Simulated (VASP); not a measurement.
## Mo: single point with r2SCAN

Mo:

```
CELL_PARAMETERS angstrom
2.73551 0.00000 0.00000
-1.36776 2.36902 0.00000
0.00000 0.00000 2.59351
ATOMIC_POSITIONS crystal
Mo 0.00000 0.00000 0.50000
```

This cell differs from its parent crystal: strain +0.000 along x and y, +0.015 along z.

```json
{"Program": "VASP 6.6.1", "Task": "single point", "Functional": "r2SCAN", "Potentials or basis": "VASP PAW PBE potentials, release 64 (Mo_sv)", "Cutoff": "520 eV", "k mesh": "18 × 18 × 18", "Occupations": "gaussian, width 0.15 eV", "Spin": "no spin polarisation"}
```

```yaml
Pressure: -1.6 GPa
Band_gap_on_the_k_mesh: zero (bands 7 and 8 overlap by 1.86 eV)
```

Stress tensor (GPa, compression positive):
```
 1.88  0.00  0.00
 0.00  1.88  0.00
 0.00  0.00 -8.48
```

Levels at points of the mesh, in eV from the Fermi level:
```tsv
k point	band 3	band 4	band 5	band 6	band 7	band 8	band 9	band 10	band 11	band 12
(0.00, 0.00, 0.00)	-35.57	-35.57	-7.22	-4.68	-0.98	-0.98	4.17	4.17	13.56	16.14
(0.50, 0.00, 0.00)	-35.91	-35.45	-5.22	-3.34	0.88	0.93	3.47	4.53	10.52	14.21
(0.00, 0.00, 0.50)	-35.43	-35.43	-4.11	-0.34	-0.21	-0.21	1.06	1.06	9.87	16.68
(0.50, 0.00, 0.50)	-36.81	-35.75	-5.48	-3.73	-0.26	4.83	5.81	6.46	7.38	16.69
```

Run time: 4.1 min on 1 thread of Intel(R) Xeon(R) Platinum 8375C CPU @ 2.90GHz (Ice Lake), with other jobs on the host, peak memory 0.18 GiB.

Caveat: the cell differs from its parent crystal (strain +0.000 along x and y, +0.015 along z); the PAW data sets were made with another functional, which shifts forces and pressure a little.
